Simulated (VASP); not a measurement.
# HCl (Fm-3m) in VASP: single point with PBEsol

Aim: the single point of HCl with PBEsol.

Program: VASP 6.6.1. These are calculated values, not measurements. Logs are shortened: lines on timing, memory, paths and dates and some standing lists are left out, and cuts for length are marked.

### Step 1. The cell of the first run

It takes space group Fm-3m (No. 225, cubic). The conventional cell has a = 4.443 Å, b = 4.443 Å, c = 4.443 Å, α = 90.00°, β = 90.00°, γ = 90.00°. H (site symmetry m-3m) has 6 Cl at 2.22 Å within 2.9 Å. Cl (site symmetry m-3m) has 6 H at 2.22 Å within 2.9 Å.

### Step 2. Single point, PBEsol

The input, POSCAR:

```
HCl
1.0
    0.0000000000      2.2216042082      2.2216042082
    2.2216042082      0.0000000000      2.2216042082
    2.2216042082      2.2216042082      0.0000000000
H Cl
1 1
Direct
    0.0000000000      0.0000000000      0.0000000000
    0.5000000000      0.5000000000      0.5000000000
```

The input, INCAR.step1:

```
SYSTEM = HCl
PREC = Accurate
ENCUT = 520
EDIFF = 1E-7
ISMEAR = 0
SIGMA = 0.1
LREAL = .FALSE.
LASPH = .TRUE.
NELM = 60
ALGO = Normal
ISIF = 2
LWAVE = .FALSE.
LCHARG = .TRUE.
GGA = PS
NBANDS = 11
```

The input, KPOINTS.step1:

```
regular mesh
0
G
  16 16 16
  0 0 0
```

The input, INCAR.step2:

```
SYSTEM = HCl
PREC = Accurate
ENCUT = 520
EDIFF = 1E-7
ISMEAR = -5
SIGMA = 0.1
LREAL = .FALSE.
LASPH = .TRUE.
NELM = 60
ALGO = Normal
ISIF = 2
LWAVE = .FALSE.
LCHARG = .FALSE.
GGA = PS
LORBIT = 11
NEDOS = 1001
ICHARG = 11
```

The input, KPOINTS.step2:

```
regular mesh
0
G
  24 24 24
  0 0 0
```

Potentials or basis: VASP PAW PBE potentials, release 64 (H, Cl).

On the command line:

```console
$ cat potpaw_PBE.64/H/POTCAR potpaw_PBE.64/Cl/POTCAR > POTCAR
$ cp INCAR.step1 INCAR
$ cp KPOINTS.step1 KPOINTS
$ mpirun -np 1 vasp_std > vasp.out
$ cp INCAR.step2 INCAR
$ cp KPOINTS.step2 KPOINTS
$ mpirun -np 1 vasp_std > vasp.out
```

OUTCAR:

```text
SYSTEM = HCl
   PREC = Accurate
   ENCUT = 520
   EDIFF = 1E-7
   ISMEAR = -5
   LREAL = .FALSE.
   LASPH = .TRUE.
   NELM = 60
   ISIF = 2
   GGA = PS
   LORBIT = 11
   ICHARG = 11

 ion  position               nearest neighbor table
   1  0.000  0.000  0.000-
   2  0.500  0.500  0.500-

  LATTYP: Found a face centered cubic cell.
 ALAT       =     4.4432084164

  Lattice vectors:

 A1 = (   0.0000000000,   2.2216042082,   2.2216042082)
 A2 = (   2.2216042082,   0.0000000000,   2.2216042082)
 A3 = (   2.2216042082,   2.2216042082,   0.0000000000)

Analysis of symmetry for initial positions (statically):
=====================================================================
 Subroutine PRICEL returns:
 Original cell was already a primitive cell.

 Routine SETGRP: Setting up the symmetry group for a
 face centered cubic supercell.

 Subroutine GETGRP returns: Found 48 space group operations
 (whereof 48 operations were pure point group operations)
 out of a pool of 48 trial point group operations.

The static configuration has the point symmetry O_h .

Analysis of symmetry for dynamics (positions and initial velocities):
=====================================================================
 Subroutine PRICEL returns:
 Original cell was already a primitive cell.

 Routine SETGRP: Setting up the symmetry group for a
 face centered cubic supercell.

 Subroutine GETGRP returns: Found 48 space group operations
 (whereof 48 operations were pure point group operations)
 out of a pool of 48 trial point group operations.

The dynamic configuration has the point symmetry O_h .

 Subroutine INISYM returns: Found 48 space group operations
 (whereof 48 operations are pure point group operations),
 and found     1 'primitive' translations

----------------------------------------------------------------------------------------

                                     Primitive cell

  volume of cell :      21.9296

  direct lattice vectors                    reciprocal lattice vectors
     0.000000000  2.221604208  2.221604208    -0.225062591  0.225062591  0.225062591
     2.221604208  0.000000000  2.221604208     0.225062591 -0.225062591  0.225062591
     2.221604208  2.221604208  0.000000000     0.225062591  0.225062591 -0.225062591

  length of vectors
     3.141822801  3.141822801  3.141822801     0.389819843  0.389819843  0.389819843

  position of ions in fractional coordinates (direct lattice)
     0.000000000  0.000000000  0.000000000
[... 91 lines left out ...]
   NELECT =       8.0000    total number of electrons
   NUPDOWN=      -1.0000    fix difference up-down
   EMIN   =  10.00;   EMAX   =-10.00  energy-range for DOS
   EFERMI =   0.00;   METHOD = LEGACY
   ISMEAR =    -5;   SIGMA  =   0.10  broadening in eV -4-tet -1-fermi 0-gaus
   EFERMI_NEDOS =   21; number of points for ismear=-14 and -15
   IALGO  =     38    algorithm
   IMIX   =      4    mixing-type and parameters
     AMIX     =   0.40;   BMIX     =  1.00
     AMIX_MAG =   1.60;   BMIX_MAG =  1.00
  volume/ion in A,a.u.               =      10.96        73.99
  Fermi-wavevector in a.u.,A,eV,Ry     =   1.169755  2.210516 18.617207  1.368326
  Thomas-Fermi vector in A             =   2.306223
   LORBIT       =     11    0 simple, 1 ext, 2 COOP (PROOUT), +10 PAW based schemes
   GGA     = PS    functional components
   LHFCALC =     F    Hartree Fock is set to
   AEXX    =    0.0000 exact exchange contribution
   IVDW    =     0    specifies the selected vdW correction
   LEPSILON=     F    determine dielectric tensor
   LRPA    =     F    only Hartree local field effects (RPA)
 non-spin polarized calculation
 Fermi weights with tetrahedron method with Bloechl corrections
  energy-cutoff  :      520.00
  volume of cell :       21.93
 maximum number of plane-waves:       609

 number of electron       8.0000001 magnetization

 Free energy of the ion-electron system (eV)
  ---------------------------------------------------
  ext. energy  EPLUGINS =         0.00000000
  ---------------------------------------------------
  free energy    TOTEN  =        -4.11280184 eV

  energy without entropy =       -4.11280184  energy(sigma->0) =       -4.11280184

 E-fermi :   3.2894     XC(G=0): -10.5111

 val. band max:        3.3895666619   @ k =   0.0000   0.0000   0.0000
 cond. band min:       3.2981533444   @ k =   0.1250   0.0000   0.0000
 fundamental gap:     -0.0914133175
 Fermi energy:         3.2894395280

 k-point     1 :       0.0000    0.0000    0.0000
  band No.  band energies     occupation
      1     -12.9071      2.00000
      2       3.3896      1.81960
      3       3.3896      0.00000
      4       3.3896      0.00000
      5       4.3222      0.00000
      6      15.9482      0.00000
      7      15.9482      0.00000
      8      15.9482      0.00000
[... 243 lines left out ...]
 k-point    24 :       0.4583    0.0417    0.0000
  band No.  band energies     occupation
      1     -10.9552      2.00000
      2      -3.4969      2.00000
      3       2.7867      2.00000
      4       2.8007      2.00000
      5       7.6756      0.00000
      6      11.5935      0.00000
      7      14.4543      0.00000
      8      14.4879      0.00000

 [... further k-points ...]

------------------------ aborting loop because EDIFF is reached ----------------------------------------

  FORCE on cell =-STRESS in cart. coord.  units (eV):
  Direction    XX          YY          ZZ          XY          YZ          ZX
  --------------------------------------------------------------------------------------
  -------------------------------------------------------------------------------------
  Total        0.0697640      0.0697640      0.0697640     -0.0000000      0.0000000      0.0000000
  in kB        5.0969707      5.0969707      5.0969707     -0.0000000      0.0000000      0.0000000
  external PRESSURE =       5.0969707 kB  Pullay stress =       0.0000000 kB

 VOLUME and BASIS-vectors are now :
 -----------------------------------------------------------------------------
  energy-cutoff  :      520.00
  volume of cell :       21.93
      direct lattice vectors                 reciprocal lattice vectors
     0.000000000  2.221604208  2.221604208    -0.225062591  0.225062591  0.225062591
     2.221604208  0.000000000  2.221604208     0.225062591 -0.225062591  0.225062591
     2.221604208  2.221604208  0.000000000     0.225062591  0.225062591 -0.225062591

 POSITION                                       TOTAL-FORCE (eV/Angst)
 -----------------------------------------------------------------------------------
      0.00000      0.00000      0.00000         0.000000     -0.000000      0.000000
      2.22160      2.22160      2.22160        -0.000000      0.000000     -0.000000
 -----------------------------------------------------------------------------------
    total drift:                               -0.000000     -0.000000      0.000000

  FREE ENERGIE OF THE ION-ELECTRON SYSTEM (eV)
  ---------------------------------------------------
  free  energy   TOTEN  =        -4.1128018384 eV

  energy  without entropy=       -4.1128018384  energy(sigma->0) =       -4.11280184

 total charge

# of ion       s       p       d       tot
------------------------------------------
    1        0.269   0.012   0.000   0.281
    2        1.618   3.389   0.000   5.007
--------------------------------------------------
tot          1.887   3.401   0.000   5.288
```

OSZICAR.step1:

```text
N       E                     dE             d eps       ncg     rms          rms(c)
DAV:   1     0.252998520850E+02    0.25300E+02   -0.36094E+03  3214   0.608E+02
DAV:   2    -0.314020330633E+01   -0.28440E+02   -0.26906E+02  4019   0.111E+02
DAV:   3    -0.425599878658E+01   -0.11158E+01   -0.11097E+01  3881   0.231E+01
DAV:   4    -0.426089386901E+01   -0.48951E-02   -0.48944E-02  3651   0.181E+00
DAV:   5    -0.426092181546E+01   -0.27946E-04   -0.27946E-04  3847   0.131E-01    0.574E+00
DAV:   6    -0.412101028141E+01    0.13991E+00   -0.45680E-01  3442   0.212E+00    0.356E+00
DAV:   7    -0.411550147446E+01    0.55088E-02   -0.21598E-02  3842   0.572E-01    0.157E+00
DAV:   8    -0.411498865936E+01    0.51282E-03   -0.27963E-03  3420   0.333E-01    0.184E-01
DAV:   9    -0.411499919020E+01   -0.10531E-04   -0.31295E-05  3951   0.408E-02    0.137E-01
DAV:  10    -0.411500577843E+01   -0.65882E-05   -0.21081E-05  3447   0.283E-02    0.344E-02
DAV:  11    -0.411500640707E+01   -0.62864E-06   -0.80513E-07  3833   0.592E-03    0.129E-02
DAV:  12    -0.411500630177E+01    0.10530E-06   -0.10222E-07  3302   0.233E-03    0.465E-03
DAV:  13    -0.411500623237E+01    0.69400E-07   -0.14612E-08  1751   0.779E-04
   1 F= -.41150062E+01 E0= -.41135237E+01  d E =-.296516E-02
```

Wall time 66 s (1 thread of Intel Xeon 8259CL, shared host); peak memory 0.19 GiB.

Results:

- Valence electrons inside the program's atomic spheres: H 0.28; Cl 5.01

Caveat: the PAW data sets were made with another functional, which shifts forces and pressure a little; tetrahedron occupations give inexact forces and stress in metals.
